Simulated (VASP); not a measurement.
# FeO (R-3m) in VASP: single point with PBEsol

Aim: the single point of FeO with PBEsol.

Program: VASP 6.6.1. These are calculated values, not measurements. Logs are shortened: lines on timing, memory, paths and dates and some standing lists are left out, and cuts for length are marked.

**1. The cell of the first run**

The typed cell holds 2 atoms: a = 2.941 Å, b = 2.941 Å, c = 2.941 Å, α = 59.98°, β = 59.98°, γ = 59.98°.

**2. Single point, PBEsol, collinear spin, ferromagnetic start (8.99 Å³/atom)**

INCAR reads:

```
PREC = Accurate ; ENCUT = 700
EDIFF = 1E-6 ; ISMEAR = 0
SIGMA = 0.1 ; LREAL = F
LASPH = T ; NELM = 200
ALGO = Normal ; ISIF = 2
LWAVE = F ; LCHARG = F
ISPIN = 2 ; MAGMOM = 3.76 0.37
LORBIT = 11 ; LMAXMIX = 4
GGA = PS ; NBANDS = 22
GGA_COMPAT = F
```

KPOINTS reads:

```
Automatic mesh
0
Gamma
  18 18 18
```

POSCAR reads:

```
FeO
1.0
    1.4701985141      0.8488195079      2.4019648552
   -1.4701985141      0.8488195079      2.4019648552
    0.0000000000     -1.6976390158      2.4019648552
Fe O
1 1
Direct
    0.0000000000      0.0000000000      0.0000000000
    0.5000000000      0.5000000000      0.5000000000
```

Potentials or basis: VASP PAW PBE potentials, release 64 (Fe_sv, O).

Launch:

```sh
$ cat potpaw_PBE.64/Fe_sv/POTCAR potpaw_PBE.64/O/POTCAR > POTCAR
$ mpirun -np 1 vasp_std > vasp.out
```

OUTCAR:

```text
PREC = Accurate
   ENCUT = 700
   EDIFF = 1E-6
   ISMEAR = 0
   LREAL = F
   LASPH = T
   NELM = 200
   ISIF = 2
   ISPIN = 2
   LORBIT = 11
   GGA = PS

 ion  position               nearest neighbor table
   1  0.000  0.000  0.000-   2 2.08   2 2.08   2 2.08   2 2.08   2 2.08   2 2.08
   2  0.500  0.500  0.500-   1 2.08   1 2.08   1 2.08   1 2.08   1 2.08   1 2.08

  LATTYP: Found a trigonal (rhomboedric) cell.
 ALAT       =     2.9413285083
 COS(alpha) =     0.5003166367

  Lattice vectors:

 A1 = (   1.4701985141,   0.8488195079,   2.4019648552)
 A2 = (  -1.4701985141,   0.8488195079,   2.4019648552)
 A3 = (   0.0000000000,  -1.6976390158,   2.4019648552)

Analysis of symmetry for initial positions (statically):
=====================================================================
 Subroutine PRICEL returns:
 Original cell was already a primitive cell.

 Routine SETGRP: Setting up the symmetry group for a
 trigonal (rhombohedral) supercell.

 Subroutine GETGRP returns: Found 12 space group operations
 (whereof 12 operations were pure point group operations)
 out of a pool of 12 trial point group operations.

The static configuration has the point symmetry D_3d.

Analysis of symmetry for dynamics (positions and initial velocities):
=====================================================================
 Subroutine PRICEL returns:
 Original cell was already a primitive cell.

 Routine SETGRP: Setting up the symmetry group for a
 trigonal (rhombohedral) supercell.

 Subroutine GETGRP returns: Found 12 space group operations
 (whereof 12 operations were pure point group operations)
 out of a pool of 12 trial point group operations.

The dynamic configuration has the point symmetry D_3d.

Analysis of structural, dynamic, and magnetic symmetry:
=====================================================================
 Subroutine PRICEL returns:
 Original cell was already a primitive cell.

 Routine SETGRP: Setting up the symmetry group for a
 trigonal (rhombohedral) supercell.

 Subroutine GETGRP returns: Found 12 space group operations
 (whereof 12 operations were pure point group operations)
 out of a pool of 12 trial point group operations.

The overall configuration has the point symmetry D_3d.

 Subroutine INISYM returns: Found 12 space group operations
 (whereof 12 operations are pure point group operations),
 and found     1 'primitive' translations

----------------------------------------------------------------------------------------

                                     Primitive cell

  volume of cell :      17.9849

  direct lattice vectors                    reciprocal lattice vectors
     1.470198514  0.848819508  2.401964855     0.340090127  0.196351127  0.138775275
    -1.470198514  0.848819508  2.401964855    -0.340090127  0.196351127  0.138775275
     0.000000000 -1.697639016  2.401964855     0.000000000 -0.392702253  0.138775275

  length of vectors
     2.941328508  2.941328508  2.941328508     0.416501665  0.416501665  0.416501665

  position of ions in fractional coordinates (direct lattice)
     0.000000000  0.000000000  0.000000000
     0.500000000  0.500000000  0.500000000

  ion indices of the primitive-cell ions
   primitive index   ion index
                 1           1
                 2           2

----------------------------------------------------------------------------------------

 KPOINTS: Automatic mesh

Automatic generation of k-mesh.
 Grid dimensions read from file:
 generate k-points for:   18   18   18

 Generating k-lattice:

  Cartesian coordinates                     Fractional coordinates (reciprocal lattice)
     0.018893896  0.010908396  0.007709738     0.055555556  0.000000000  0.000000000
    -0.018893896  0.010908396  0.007709738     0.000000000  0.055555556  0.000000000
     0.000000000 -0.021816792  0.007709738     0.000000000  0.000000000  0.055555556

  Length of vectors
     0.023138981  0.023138981  0.023138981

  Shift w.r.t. Gamma in fractional coordinates (k-lattice)
     0.000000000  0.000000000  0.000000000

 Subroutine IBZKPT returns following result:
 ===========================================

 Found    580 irreducible k-points:

 Following reciprocal coordinates:
            Coordinates               Weight
  0.000000  0.000000  0.000000      1.000000
  0.055556  0.000000  0.000000      6.000000
  0.111111  0.000000  0.000000      6.000000
  0.166667 -0.000000  0.000000      6.000000
  0.222222 -0.000000 -0.000000      6.000000
  0.277778  0.000000  0.000000      6.000000
[... 16 lines left out ...]
 -0.277778  0.055556  0.000000     12.000000
 -0.222222  0.055556  0.000000     12.000000
 [... further k-points ...]
   k-points           NKPTS =    580   k-points in BZ     NKDIM =    580   number of bands    NBANDS=     22
   number of dos      NEDOS =    301   number of ions     NIONS =      2
   total plane-waves  NPLWV =  21952
   dimension x,y,z NGX =    28 NGY =   28 NGZ =   28
   dimension x,y,z NGXF=    56 NGYF=   56 NGZF=   56
   ions per type =               1   1
   NGX,Y,Z   is equivalent  to a cutoff of  15.83, 15.83, 15.83 a.u.
   NGXF,Y,Z  is equivalent  to a cutoff of  31.65, 31.65, 31.65 a.u.
 SYSTEM =  unknown system
   PREC   = accura    normal or accurate (medium, high low for compatibility)
   ISTART =      0    job   : 0-new  1-cont  2-samecut
   ICHARG =      2    charge: 1-file 2-atom 10-const
   ISPIN  =      2    spin polarized calculation?
   LNONCOLLINEAR =      F non collinear calculations
   LSORBIT =      F    spin-orbit coupling
   LASPH  =      T    aspherical Exc in radial PAW
   ENCUT  =  700.0 eV  51.45 Ry    7.17 a.u.   6.35  6.35  6.35*2*pi/ulx,y,z
   NELM   =    200;   NELMIN=  2; NELMDL= -5     # of ELM steps
   EDIFF  = 0.1E-05   stopping-criterion for ELM
   LREAL  =      F    real-space projection
   EDIFFG = 0.1E-04   stopping-criterion for IOM
   NSW    =      0    number of steps for IOM
   IBRION =     -1    ionic relax: 0-MD 1-quasi-New 2-CG
   NFREE  =      0    steps in history (QN), initial steepest desc. (CG)
   ISIF   =      2    stress and relaxation
   ISYM   =      2    0-nonsym 1-usesym 2-fastsym
   POTIM  = 0.5000    time-step for ionic-motion
   TEBEG  =    0.0;   TEEND  =   0.0 temperature during run
   PSTRESS=    0.0 pullay stress
   NELECT =      22.0000    total number of electrons
   NUPDOWN=      -1.0000    fix difference up-down
   EMIN   =  10.00;   EMAX   =-10.00  energy-range for DOS
   EFERMI =   0.00;   METHOD = LEGACY
   ISMEAR =     0;   SIGMA  =   0.10  broadening in eV -4-tet -1-fermi 0-gaus
   EFERMI_NEDOS =   21; number of points for ismear=-14 and -15
   IALGO  =     38    algorithm
   IMIX   =      4    mixing-type and parameters
     AMIX     =   0.40;   BMIX     =  1.00
     AMIX_MAG =   1.60;   BMIX_MAG =  1.00
  volume/ion in A,a.u.               =       8.99        60.68
  Fermi-wavevector in a.u.,A,eV,Ry     =   1.750838  3.308604 41.707761  3.065434
  Thomas-Fermi vector in A             =   2.821479
   LORBIT       =     11    0 simple, 1 ext, 2 COOP (PROOUT), +10 PAW based schemes
   GGA     = PS    functional components
   LHFCALC =     F    Hartree Fock is set to
   AEXX    =    0.0000 exact exchange contribution
   IVDW    =     0    specifies the selected vdW correction
   LEPSILON=     F    determine dielectric tensor
   LRPA    =     F    only Hartree local field effects (RPA)
 spin polarized calculation
 Gauss-broadening in eV      SIGMA  =   0.10
  energy-cutoff  :      700.00
  volume of cell :       17.98
 maximum number of plane-waves:       769
 NGX is ok and might be reduce to    28
   NGX = 13   NGY = 13   NGZ = 13

 number of electron      21.9999993 magnetization       3.9571935

 Free energy of the ion-electron system (eV)
  ---------------------------------------------------
  ext. energy  EPLUGINS =         0.00000000
  ---------------------------------------------------
  free energy    TOTEN  =       -15.92937889 eV

  energy without entropy =      -15.92221558  energy(sigma->0) =      -15.92579724

 E-fermi :  11.2610     XC(G=0): -13.4264

 val. band max:       11.2588804553   @ k =   0.3889   0.0556   0.0000
 cond. band min:      11.2624948054   @ k =  -0.2778   0.3333   0.1111
 fundamental gap:      0.0036143501
 Fermi energy:        11.2610478628

 spin component 1

 k-point     1 :       0.0000    0.0000    0.0000
  band No.  band energies     occupation
      1     -78.2785      1.00000
      2     -44.4317      1.00000
      3     -44.4312      1.00000
      4     -44.4312      1.00000
      5     -10.4065      1.00000
      6       6.9635      1.00000
[... 14 lines left out ...]
     21      33.8056      0.00000
     22      36.1999      0.00000

 k-point     2 :       0.0556    0.0000    0.0000
  band No.  band energies     occupation
      1     -78.2782      1.00000
      2     -44.4338      1.00000
      3     -44.4319      1.00000
      4     -44.4315      1.00000
      5     -10.3682      1.00000
      6       6.5165      1.00000
[... 14 lines left out ...]
     21      34.1120      0.00000
     22      36.9715      0.00000

 k-point     3 :       0.1111    0.0000    0.0000
  band No.  band energies     occupation
      1     -78.2774      1.00000
      2     -44.4416      1.00000
      3     -44.4328      1.00000
      4     -44.4324      1.00000
      5     -10.2562      1.00000
      6       5.7619      1.00000
[... 14 lines left out ...]
     21      34.9781      0.00000
     22      38.4137      0.00000
[... 476 lines left out ...]
 k-point    23 :      -0.2778    0.0556    0.0000
  band No.  band energies     occupation
      1     -78.2721      1.00000
      2     -44.4877      1.00000
      3     -44.4415      1.00000
      4     -44.4377      1.00000
      5      -9.4909      1.00000
      6       2.9458      1.00000
[... 14 lines left out ...]
     21      38.7181      0.00000
     22      40.6935      0.00000

 k-point    24 :      -0.2222    0.0556    0.0000
  band No.  band energies     occupation
      1     -78.2738      1.00000
      2     -44.4730      1.00000
      3     -44.4396      1.00000
      4     -44.4358      1.00000
      5      -9.7453      1.00000
      6       3.6855      1.00000
[... 14 lines left out ...]
     21      38.3929      0.00000
     22      40.7012      0.00000

 [... further k-points ...]

 spin component 2

 k-point     1 :       0.0000    0.0000    0.0000
  band No.  band energies     occupation
      1     -74.2051      1.00000
      2     -40.4479      1.00000
      3     -40.4478      1.00000
      4     -40.4478      1.00000
      5      -9.8232      1.00000
      6       7.5884      1.00000
[... 14 lines left out ...]
     21      35.3714      0.00000
     22      37.4402      0.00000

 k-point     2 :       0.0556    0.0000    0.0000
  band No.  band energies     occupation
      1     -74.2048      1.00000
      2     -40.4510      1.00000
      3     -40.4482      1.00000
      4     -40.4482      1.00000
      5      -9.7843      1.00000
      6       7.3104      1.00000
[... 14 lines left out ...]
     21      35.6409      0.00000
     22      38.2913      0.00000

 k-point     3 :       0.1111    0.0000    0.0000
  band No.  band energies     occupation
      1     -74.2038      1.00000
      2     -40.4606      1.00000
      3     -40.4493      1.00000
      4     -40.4492      1.00000
      5      -9.6702      1.00000
      6       6.6261      1.00000
[... 14 lines left out ...]
     21      36.3894      0.00000
     22      39.7923      0.00000
[... 476 lines left out ...]
 k-point    23 :      -0.2778    0.0556    0.0000
  band No.  band energies     occupation
      1     -74.1975      1.00000
      2     -40.5178      1.00000
      3     -40.4601      1.00000
      4     -40.4551      1.00000
      5      -8.8908      1.00000
      6       3.7843      1.00000
[... 14 lines left out ...]
     21      39.4636      0.00000
     22      41.5868      0.00000

 k-point    24 :      -0.2222    0.0556    0.0000
  band No.  band energies     occupation
      1     -74.1995      1.00000
      2     -40.4996      1.00000
      3     -40.4577      1.00000
      4     -40.4528      1.00000
      5      -9.1499      1.00000
      6       4.5532      1.00000
[... 14 lines left out ...]
     21      39.3723      0.00000
     22      41.7660      0.00000

 [... further k-points ...]
[... 5 lines left out ...]
  --------------------------------------------------------------------------------------
  -------------------------------------------------------------------------------------
  Total        1.4573413      1.4573413      1.4546161      0.0000000      0.0000000      0.0000000
  in kB      129.8262809    129.8262809    129.5835080      0.0000000      0.0000000      0.0000000
  external PRESSURE =     129.7453566 kB  Pullay stress =       0.0000000 kB

 VOLUME and BASIS-vectors are now :
 -----------------------------------------------------------------------------
  energy-cutoff  :      700.00
  volume of cell :       17.98
      direct lattice vectors                 reciprocal lattice vectors
     1.470198514  0.848819508  2.401964855     0.340090127  0.196351127  0.138775275
    -1.470198514  0.848819508  2.401964855    -0.340090127  0.196351127  0.138775275
     0.000000000 -1.697639016  2.401964855     0.000000000 -0.392702253  0.138775275

 POSITION                                       TOTAL-FORCE (eV/Angst)
 -----------------------------------------------------------------------------------
      0.00000      0.00000      0.00000        -0.000000     -0.000000     -0.000000
      0.00000      0.00000      3.60295         0.000000      0.000000      0.000000
 -----------------------------------------------------------------------------------
    total drift:                                0.000000      0.000000      0.000000

  FREE ENERGIE OF THE ION-ELECTRON SYSTEM (eV)
  ---------------------------------------------------
  free  energy   TOTEN  =       -15.9293788889 eV

  energy  without entropy=      -15.9222155821  energy(sigma->0) =      -15.92579724

 total charge

# of ion       s       p       d       tot
------------------------------------------
    1        2.114   6.011   5.538  13.663
    2        1.548   3.477   0.000   5.025
--------------------------------------------------
tot          3.662   9.488   5.538  18.688

 magnetization (x)

# of ion       s       p       d       tot
------------------------------------------
    1        0.016   0.011   3.403   3.430
    2        0.035   0.278   0.000   0.312
--------------------------------------------------
tot          0.050   0.289   3.403   3.742
```

It took 6.2 min on 1 thread of Intel Xeon 6975P-C (Granite Rapids), shared host; peak memory 0.58 GiB.

Results:

| Item | Value |
| --- | --- |
| Free energy | -15.9294 eV |
| Pressure | 13.0 GPa |
| Net moment | 3.96 μB per cell |
| Site moments | Fe +3.43; O +0.31 μB |
| Valence electrons inside the program's atomic spheres | Fe 13.66; O 5.03 |

Caveat: the cell stands under pressure; the PAW data sets were made with another functional, which shifts forces and pressure a little; a cell with one magnetic atom can't hold antiferromagnetic order, which such compounds often take; semilocal functionals often make such compounds metallic where correlation or magnetic order opens a gap, which also shifts bond lengths.
